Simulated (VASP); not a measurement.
Here is a VASP 6.6.1 calculation.

INCAR

```
ALGO     = Normal         # electronic algorithm
EDIFF    = 1E-6           # SCF threshold, eV
EDIFFG   = -0.02          # ionic threshold
ENCUT    = 520            # plane-wave cutoff, eV
GGA      = PE             # functional
IBRION   = 2              # ionic algorithm
ISIF     = 2              # what is computed and relaxed
ISMEAR   = -1             # smearing method
LASPH    = T              # aspherical terms in the spheres
LCHARG   = F              # write CHGCAR
LREAL    = Auto         
LWAVE    = F              # write WAVECAR
NELECT   = 270.0        
NELM     = 80             # most SCF steps
NSW      = 90             # ionic steps
PREC     = Accurate       # precision mode
SIGMA    = 0.01           # smearing width, eV
```

Contents of KPOINTS:

```
k-points
0
Gamma
  1 1 1
```

POSCAR

```
NaGa12O18
1.0
    0.0000000000      9.2496621800      0.0000000000
   -1.3977182400      0.0000000000      5.7085775500
    6.2279771500     -1.5416103600      0.0067278600
Ga O Na
12 18 1
Direct
    0.1138363500      0.6858077300      0.6830181200
    0.2204323300      0.3278416200      0.3181100300
    0.3033638300      0.2052623200      0.8201829700
    0.0299695100      0.7947376800      0.1798170300
    0.4479312400      0.6873379300      0.6807842300
    0.5472980800      0.3002566200      0.3162808500
    0.6355244300      0.2136107700      0.8237953800
    0.3584255900      0.7878431800      0.1820529300
    0.7674462400      0.6862854300      0.6802048100
    0.8861636500      0.3141922700      0.3169818800
    0.9700304900      0.2052623200      0.8201829700
    0.6966361700      0.7947376800      0.1798170300
    0.1704136300      0.7134868600     -0.0058953500
    0.1653333100      0.2566890300      0.9919998400
    0.2839163800      0.4128740800      0.6476557900
    0.0578974400      0.5643299400      0.3473846200
    0.0544983700      0.1091575800      0.3269902200
    0.2788349600      0.8908424200      0.6730097800
    0.4920417500      0.7355317000      0.0016838700
    0.5019141100      0.2627442800      0.9993942500
    0.6083278700      0.4296040800      0.6393516700
    0.3969874600      0.5679105500      0.3565549100
    0.3797504800      0.1020037800      0.3101873300
    0.6096744700      0.9003836800      0.6859508000
    0.8346666900      0.7433109700      0.0080001600
    0.8269154600      0.2799285400      0.9987824100
    0.9421025600      0.4356700600      0.6526153800
    0.7408790400      0.6064839400      0.3634209300
    0.7211650400      0.1091575800      0.3269902200
    0.9455016300      0.8908424200      0.6730097800
    1.1059790000      1.0818940000      0.6358760000
```

Potentials or basis: VASP PAW PBE potentials, release 64 (Ga_d, O, Na_pv).

Run with:

```bash
$ cat potpaw_PBE.64/Ga_d/POTCAR potpaw_PBE.64/O/POTCAR potpaw_PBE.64/Na_pv/POTCAR > POTCAR
$ mpirun -np 1 vasp_gam > vasp.out
```

(1) What does it give for the energy gained by relaxing?

Answers

(1) 146.6 meV/atom.

Caveat: the k points lie up to 1.10 Å⁻¹ apart; the cell carries a net charge on a neutralising background, which shifts energy and pressure.
